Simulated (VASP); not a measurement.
# CaZr2N3 (P4/mmm) in VASP: further runs

Runs on CaZr2N3. Level: PBE. Tasks: relaxation of cell and atoms, single point.

All numbers are computed with VASP 6.6.1; they aren't measurements. Logs are shortened: lines on timing, memory, paths and dates and some standing lists are left out, and cuts for length are marked.

### Step 1. The cell of the first run

The structure is tetragonal, space group P4/mmm (No. 123). The conventional cell has a = 4.240 Å, b = 4.240 Å, c = 5.221 Å, α = 90.00°, β = 90.00°, γ = 90.00°. Ca (site symmetry 4/mmm) has 2 Zr at 2.61 Å and 12 N at 3.00 to 3.36 Å within 3.4 Å. Within 2.8 Å of Zr (site symmetry 4/mmm) lie 6 N at 2.12 to 2.61 Å. Zr (site symmetry 4/mmm) has 4 N at 2.12 Å and 2 Ca at 2.61 Å within 2.8 Å. N (site symmetry 4/mmm) has 2 Zr at 2.61 Å and 4 Ca at 3.00 Å and 8 N at 3.36 Å within 3.4 Å. N (site symmetry mmm) has 4 Zr at 2.12 Å within 2.8 Å.

The cell was generated, and may not be a known phase.

### Step 2. Relaxation of cell and atoms, PBE

File INCAR:

```
PREC = Accurate
ENCUT = 600
EDIFF = 1E-7
ISMEAR = 0
SIGMA = 0.1
LREAL = False
LASPH = True
NELM = 60
ALGO = Normal
ISIF = 3
LWAVE = False
LCHARG = False
GGA = PE
IBRION = 2
NSW = 90
EDIFFG = -0.04
```

File KPOINTS:

```
Automatic mesh
0
Gamma
  4 4 4
```

File POSCAR:

```
CaZr2N3
1.0
    4.2396216300      0.0000000000      0.0000000000
    0.0000000000      4.2396216300      0.0000000000
    0.0000000000      0.0000000000      5.2205966900
Ca Zr N
1 2 3
Direct
    0.0000000000      0.0000000000      0.5000000000
    0.5000000000      0.5000000000      0.0000000000
    0.0000000000      0.0000000000      0.0000000000
    0.5000000000      0.5000000000      0.5000000000
    0.0000000000      0.5000000000      0.0000000000
    0.5000000000      0.0000000000      0.0000000000
```

Potentials or basis: VASP PAW PBE potentials, release 64 (Ca_sv, Zr_sv, N).

On the command line:

```
$ cat potpaw_PBE.64/Ca_sv/POTCAR potpaw_PBE.64/Zr_sv/POTCAR potpaw_PBE.64/N/POTCAR > POTCAR
$ mpirun -np 1 vasp_std > vasp.out
```

OUTCAR:

```text
PREC = Accurate
   ENCUT = 600
   EDIFF = 1E-7
   ISMEAR = 0
   LREAL = False
   LASPH = True
   NELM = 60
   ISIF = 3
   GGA = PE
   IBRION = 2
   NSW = 90
   EDIFFG = -0.04

 ion  position               nearest neighbor table
   1  0.000  0.000  0.500-   3 2.61   3 2.61
   2  0.500  0.500  0.000-   5 2.12   6 2.12   6 2.12   5 2.12   4 2.61   4 2.61   3 3.00   3 3.00
                             3 3.00   3 3.00
   3  0.000  0.000  0.000-   5 2.12   6 2.12   5 2.12   6 2.12   1 2.61   1 2.61   2 3.00   2 3.00
                             2 3.00   2 3.00
   4  0.500  0.500  0.500-   2 2.61   2 2.61
   5  0.000  0.500  0.000-   2 2.12   3 2.12   3 2.12   2 2.12
   6  0.500  0.000  0.000-   2 2.12   3 2.12   2 2.12   3 2.12

  LATTYP: Found a simple tetragonal cell.
 ALAT       =     4.2396216300
 C/A-ratio  =     1.2313826906

  Lattice vectors:

 A1 = (   4.2396216300,   0.0000000000,   0.0000000000)
 A2 = (   0.0000000000,   4.2396216300,   0.0000000000)
 A3 = (   0.0000000000,   0.0000000000,   5.2205966900)

Analysis of symmetry for initial positions (statically):
=====================================================================
 Subroutine PRICEL returns:
 Original cell was already a primitive cell.

 Routine SETGRP: Setting up the symmetry group for a
 simple tetragonal supercell.

 Subroutine GETGRP returns: Found 16 space group operations
 (whereof 16 operations were pure point group operations)
 out of a pool of 16 trial point group operations.

The static configuration has the point symmetry D_4h.

Analysis of symmetry for dynamics (positions and initial velocities):
=====================================================================
 Subroutine PRICEL returns:
 Original cell was already a primitive cell.

 Routine SETGRP: Setting up the symmetry group for a
 simple tetragonal supercell.

 Subroutine GETGRP returns: Found 16 space group operations
 (whereof 16 operations were pure point group operations)
 out of a pool of 16 trial point group operations.

The dynamic configuration has the point symmetry D_4h.

 Subroutine INISYM returns: Found 16 space group operations
 (whereof 16 operations are pure point group operations),
 and found     1 'primitive' translations

----------------------------------------------------------------------------------------

                                     Primitive cell

  volume of cell :      93.8370

  direct lattice vectors                    reciprocal lattice vectors
     4.239621630  0.000000000  0.000000000     0.235870105  0.000000000  0.000000000
     0.000000000  4.239621630  0.000000000     0.000000000  0.235870105  0.000000000
     0.000000000  0.000000000  5.220596690     0.000000000  0.000000000  0.191548986

  length of vectors
     4.239621630  4.239621630  5.220596690     0.235870105  0.235870105  0.191548986

  position of ions in fractional coordinates (direct lattice)
     0.000000000  0.000000000  0.500000000
     0.500000000  0.500000000  0.000000000
     0.000000000  0.000000000  0.000000000
     0.500000000  0.500000000  0.500000000
     0.000000000  0.500000000  0.000000000
     0.500000000  0.000000000  0.000000000

  ion indices of the primitive-cell ions
   primitive index   ion index
                 1           1
                 2           2
                 3           3
                 4           4
                 5           5
                 6           6

----------------------------------------------------------------------------------------

 KPOINTS: Automatic mesh

Automatic generation of k-mesh.
 Grid dimensions read from file:
 generate k-points for:    4    4    4

 Generating k-lattice:

  Cartesian coordinates                     Fractional coordinates (reciprocal lattice)
     0.058967526  0.000000000  0.000000000     0.250000000  0.000000000  0.000000000
     0.000000000  0.058967526  0.000000000     0.000000000  0.250000000  0.000000000
     0.000000000  0.000000000  0.047887246     0.000000000  0.000000000  0.250000000

  Length of vectors
     0.058967526  0.058967526  0.047887246

  Shift w.r.t. Gamma in fractional coordinates (k-lattice)
     0.000000000  0.000000000  0.000000000

 Subroutine IBZKPT returns following result:
 ===========================================

 Found     18 irreducible k-points:

 Following reciprocal coordinates:
            Coordinates               Weight
  0.000000  0.000000  0.000000      1.000000
  0.250000  0.000000  0.000000      4.000000
  0.500000  0.000000  0.000000      2.000000
  0.250000  0.250000  0.000000      4.000000
  0.500000  0.250000  0.000000      4.000000
  0.500000  0.500000  0.000000      1.000000
[... 10 lines left out ...]
  0.500000  0.250000  0.500000      4.000000
  0.500000  0.500000  0.500000      1.000000
   k-points           NKPTS =     18   k-points in BZ     NKDIM =     18   number of bands    NBANDS=     29
   number of dos      NEDOS =    301   number of ions     NIONS =      6
   total plane-waves  NPLWV =  54432
   dimension x,y,z NGX =    36 NGY =   36 NGZ =   42
   dimension x,y,z NGXF=    72 NGYF=   72 NGZF=   84
   ions per type =               1   2   3
   NGX,Y,Z   is equivalent  to a cutoff of  14.12, 14.12, 13.37 a.u.
   NGXF,Y,Z  is equivalent  to a cutoff of  28.23, 28.23, 26.75 a.u.
 SYSTEM =  unknown system
   PREC   = accura    normal or accurate (medium, high low for compatibility)
   ISTART =      0    job   : 0-new  1-cont  2-samecut
   ICHARG =      2    charge: 1-file 2-atom 10-const
   ISPIN  =      1    spin polarized calculation?
   LNONCOLLINEAR =      F non collinear calculations
   LSORBIT =      F    spin-orbit coupling
   LASPH  =      T    aspherical Exc in radial PAW
   ENCUT  =  600.0 eV  44.10 Ry    6.64 a.u.   8.47  8.47 10.43*2*pi/ulx,y,z
   NELM   =     60;   NELMIN=  2; NELMDL= -5     # of ELM steps
   EDIFF  = 0.1E-06   stopping-criterion for ELM
   LREAL  =      F    real-space projection
   EDIFFG = -.4E-01   stopping-criterion for IOM
   NSW    =     90    number of steps for IOM
   IBRION =      2    ionic relax: 0-MD 1-quasi-New 2-CG
   NFREE  =      1    steps in history (QN), initial steepest desc. (CG)
   ISIF   =      3    stress and relaxation
   ISYM   =      2    0-nonsym 1-usesym 2-fastsym
   POTIM  = 0.5000    time-step for ionic-motion
   TEBEG  =    0.0;   TEEND  =   0.0 temperature during run
   PSTRESS=    0.0 pullay stress
   NELECT =      49.0000    total number of electrons
   NUPDOWN=      -1.0000    fix difference up-down
   EMIN   =  10.00;   EMAX   =-10.00  energy-range for DOS
   EFERMI =   0.00;   METHOD = LEGACY
   ISMEAR =     0;   SIGMA  =   0.10  broadening in eV -4-tet -1-fermi 0-gaus
   EFERMI_NEDOS =   21; number of points for ismear=-14 and -15
   IALGO  =     38    algorithm
   IMIX   =      4    mixing-type and parameters
     AMIX     =   0.40;   BMIX     =  1.00
     AMIX_MAG =   1.60;   BMIX_MAG =  1.00
  volume/ion in A,a.u.               =      15.64       105.54
  Fermi-wavevector in a.u.,A,eV,Ry     =   1.318304  2.491232 23.645894  1.737924
  Thomas-Fermi vector in A             =   2.448283
   LORBIT       =      0    0 simple, 1 ext, 2 COOP (PROOUT), +10 PAW based schemes
   GGA     = PE    functional components
   LHFCALC =     F    Hartree Fock is set to
   AEXX    =    0.0000 exact exchange contribution
   IVDW    =     0    specifies the selected vdW correction
   LEPSILON=     F    determine dielectric tensor
   LRPA    =     F    only Hartree local field effects (RPA)
 conjugate gradient relaxation of ions
 non-spin polarized calculation
 Gauss-broadening in eV      SIGMA  =   0.10
  energy-cutoff  :      600.00
  volume of cell :       93.84
 maximum number of plane-waves:      3161
 NGX is ok and might be reduce to    36
   NGX = 17   NGY = 17   NGZ = 21

--------------------------------------- Ionic step        1  -------------------------------------------

 number of electron      49.0000001 magnetization

 Free energy of the ion-electron system (eV)
  ---------------------------------------------------
  ext. energy  EPLUGINS =         0.00000000
  ---------------------------------------------------
  free energy    TOTEN  =       -45.72436805 eV

  energy without entropy =      -45.69945516  energy(sigma->0) =      -45.71191161

------------------------ aborting loop because EDIFF is reached ----------------------------------------

  FORCE on cell =-STRESS in cart. coord.  units (eV):
  Direction    XX          YY          ZZ          XY          YZ          ZX
  --------------------------------------------------------------------------------------
  -------------------------------------------------------------------------------------
  Total        6.3597252      6.3597252      6.2628366      0.0000000      0.0000000      0.0000000
  in kB      108.5861887    108.5861887    106.9319092      0.0000000      0.0000000      0.0000000
  external PRESSURE =     108.0347622 kB  Pullay stress =       0.0000000 kB
[... 105 lines left out ...]
  energy  without entropy=      -45.9241997558  energy(sigma->0) =      -45.93999548

--------------------------------------- Ionic step        4  -------------------------------------------

 number of electron      48.9999990 magnetization

 E-fermi :   5.2338     XC(G=0): -10.0903

 val. band max:        5.2131877816   @ k =   0.2500   0.2500   0.2500
 cond. band min:       5.2416876780   @ k =   0.5000   0.2500   0.2500
 fundamental gap:      0.0284998964
 Fermi energy:         5.2338039876

 k-point     1 :       0.0000    0.0000    0.0000
  band No.  band energies     occupation
      1     -43.6903      2.00000
      2     -43.4301      2.00000
      3     -35.7108      2.00000
      4     -22.1080      2.00000
      5     -22.1080      2.00000
      6     -21.9447      2.00000
[... 642 lines left out ...]
  energy  without entropy=      -46.0791783074  energy(sigma->0) =      -46.09395565

--------------------------------------- Ionic step        6  -------------------------------------------

 number of electron      48.9999995 magnetization

 Free energy of the ion-electron system (eV)
  ---------------------------------------------------
  ext. energy  EPLUGINS =         0.00000000
  ---------------------------------------------------
  free energy    TOTEN  =       -46.11168104 eV

  energy without entropy =      -46.08198745  energy(sigma->0) =      -46.09683424

 E-fermi :   5.0380     XC(G=0):  -9.9583

 val. band max:        5.0356203189   @ k =   0.5000   0.2500   0.2500
 cond. band min:       5.0818096567   @ k =   0.5000   0.0000   0.2500
 fundamental gap:      0.0461893378
 Fermi energy:         5.0380269098

 k-point     1 :       0.0000    0.0000    0.0000
  band No.  band energies     occupation
      1     -43.9674      2.00000
      2     -43.6615      2.00000
      3     -35.8979      2.00000
      4     -22.3954      2.00000
      5     -22.3954      2.00000
      6     -22.1185      2.00000
[... 598 lines left out ...]
  FREE ENERGIE OF THE ION-ELECTRON SYSTEM (eV)
  ---------------------------------------------------
  free  energy   TOTEN  =       -46.1116810354 eV

  energy  without entropy=      -46.0819874534  energy(sigma->0) =      -46.09683424

 reached required accuracy - stopping structural energy minimisation
```

Run time: 18 min. Hardware: 1 thread of Intel Xeon 8259CL, shared host; peak memory 0.27 GiB.

Results:

```
Free energy                           : -46.1117 eV
Relaxed volume                        : 17.80 Å³/atom
Relaxed cell                          : a = 4.304 Å, b = 4.304 Å, c = 5.766 Å, α = 90.00°, β = 90.00°, γ = 90.00°
Space group after relaxing (to 0.1 Å) : P4/mmm (No. 123)
Energy gained by relaxing             : 64.6 meV/atom
Ionic steps                           : 6
Pressure after relaxing               : 0.2 GPa
Band gap on the k mesh                : zero (an odd number of electrons rules out a gap without spin polarisation)
```

The path:
```csv
step,energy change (eV),largest force (eV/Å),pressure (GPa),volume (Å³)
1,0.0000,0.0000,10.80,93.84
2,-0.0296,0.0000,-7.81,108.90
3,-0.2314,0.0000,-0.06,101.24
4,-0.3531,0.0000,-0.18,104.05
5,-0.3844,0.0000,0.31,107.55
6,-0.3873,0.0000,0.16,106.82
```

Final structure:
```
Ca Zr N
1.0
     4.30403    0.00000    0.00000
     0.00000    4.30403    0.00000
     0.00000    0.00000    5.76625
Ca Zr N
1 2 3
Direct
  0.00000 0.00000 0.50000
  0.50000 0.50000 0.00000
  0.00000 0.00000 0.00000
  0.50000 0.50000 0.50000
  0.00000 0.50000 0.00000
  0.50000 0.00000 0.00000
```

Caveat: the k points lie up to 0.36 Å⁻¹ apart in the final cell, too coarse for converged energies and pressures of a metal; an odd number of electrons without spin polarisation forces a metal; a magnetic or distorted state may lie lower.

### Step 3. Single point, PBE, collinear spin

This run uses another cell than the first one, of 17.76 Å³/atom.

File INCAR:

```
PREC = Accurate ; ENCUT = 520
EDIFF = 1E-6 ; ISMEAR = 0
SIGMA = 0.1 ; LREAL = F
LASPH = T ; NELM = 150
ALGO = Normal ; ISIF = 2
LWAVE = F ; LCHARG = F
ISPIN = 2 ; MAGMOM = 0 1 1 0 0 0
LORBIT = 11 ; LMAXMIX = 4
GGA = PE ; NBANDS = 38
```

File KPOINTS:

```
regular mesh
0
Gamma
  4 4 4
```

POSCAR, as its differences from that of step 2:

```diff
@@ -2,5 +2,5 @@
 1.0
-    4.2396216300      0.0000000000      0.0000000000
-    0.0000000000      4.2396216300      0.0000000000
-    0.0000000000      0.0000000000      5.2205966900
+    4.3053622103      0.0000000000      0.0000000000
+    0.0000000000      4.3053622103      0.0000000000
+    0.0000000000      0.0000000000      5.7475338438
 Ca Zr N
```

Potentials or basis: VASP PAW PBE potentials, release 64 (Ca_sv, Zr_sv, N).

On the command line:

```
$ cat potpaw_PBE.64/Ca_sv/POTCAR potpaw_PBE.64/Zr_sv/POTCAR potpaw_PBE.64/N/POTCAR > POTCAR
$ mpirun -np 1 vasp_std > vasp.out
```

Run time: 8.9 min. Hardware: 1 thread of Intel Xeon 8259CL, shared host; peak memory 0.32 GiB.

The run converged. Its results:

```
Free energy                                           : -46.1590 eV
Pressure                                              : 0.5 GPa
Net moment                                            : 0.81 μB per cell
Site moments                                          : Ca +0.07; Zr -0.05, +0.16; N +0.35, +0.01 (each value once) μB
Valence electrons inside the program's atomic spheres : Ca 8.15; Zr 9.76, 10.03; N 3.40, 3.73 (each value once)
```

Stress tensor (GPa, compression positive):
```
0.62 0.00 0.00
0.00 0.62 0.00
0.00 0.00 0.23
```

Levels at points of the mesh, in eV from the Fermi level:
Spin up:
| k point | band 22 | band 23 | band 24 | band 25 | band 26 | band 27 | band 28 | band 29 |
| --- | --- | --- | --- | --- | --- | --- | --- | --- |
| (0.00, 0.00, 0.00) | -1.50 | -1.50 | -0.45 | -0.45 | -0.33 | -0.33 | -0.24 | 2.16 |
| (0.50, 0.00, 0.00) | -2.09 | -0.65 | -0.63 | -0.46 | 0.37 | 1.46 | 2.15 | 2.93 |
| (0.50, 0.50, 0.00) | -1.20 | -1.08 | -1.08 | -0.70 | 2.50 | 2.73 | 2.73 | 3.96 |
| (0.00, 0.00, 0.50) | -1.50 | -1.50 | -1.01 | -1.01 | 0.70 | 0.70 | 0.76 | 2.72 |
| (0.50, 0.00, 0.50) | -1.86 | -0.95 | -0.91 | 0.40 | 0.93 | 1.99 | 2.60 | 3.05 |
| (0.50, 0.50, 0.50) | -1.60 | -0.61 | -0.61 | 0.66 | 2.00 | 2.58 | 2.58 | 3.49 |
Spin down:
| k point | band 22 | band 23 | band 24 | band 25 | band 26 | band 27 |
| --- | --- | --- | --- | --- | --- | --- |
| (0.00, 0.00, 0.00) | -1.49 | -1.15 | -0.40 | -0.40 | 0.15 | 0.35 |
| (0.50, 0.00, 0.00) | -1.64 | -0.07 | -0.02 | -0.01 | 0.49 | 1.38 |
| (0.50, 0.50, 0.00) | -0.60 | -0.53 | -0.53 | -0.31 | 2.48 | 2.83 |
| (0.00, 0.00, 0.50) | -1.49 | -1.49 | -0.70 | -0.70 | 1.12 | 1.12 |
| (0.50, 0.00, 0.50) | -1.62 | -0.46 | -0.44 | 0.93 | 1.03 | 2.07 |
| (0.50, 0.50, 0.50) | -1.33 | -0.02 | -0.02 | 1.24 | 2.40 | 2.64 |

Caveat: the k points lie up to 0.36 Å⁻¹ apart; a moment this small can come from the mesh or the smearing.

The gap in the log of VASP goes by the Fermi energy; the results here count the filled bands.